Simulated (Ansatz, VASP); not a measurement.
## Ba: VASP beside Ansatz

```xyz
1
Lattice="-2.4490 2.4490 2.4490 2.4490 -2.4490 2.4490 2.4490 2.4490 -2.4490" Properties=species:S:1:pos:R:3 pbc="T T T"
Ba    0.0000    0.0000    0.0000
```

Change from the starting cell: volume scaled by 0.94, crystal datasets.

Alike in both runs: task electric field gradients; functional PBEsol; k mesh 10 × 10 × 10; occupations fermi-dirac, width 0.05 eV; no spin polarisation.

```csv
,VASP,Ansatz
version,VASP 6.6.1,Ansatz 0.2.0
potentials or method,"VASP PAW PBE potentials, release 64 (Ba_sv), cutoff 520 eV","all-electron PAW with datasets made for the crystal, scalar-relativistic"
```

VASP gave:

- pressure (GPa): 0.0

Estimate Ansatz's values.

pressure (GPa): -0.1.

VASP's potentials were made for PBE, not for PBEsol. Ansatz ran all-electron here, and VASP with PAW potentials.

Spin-orbit coupling is off throughout.
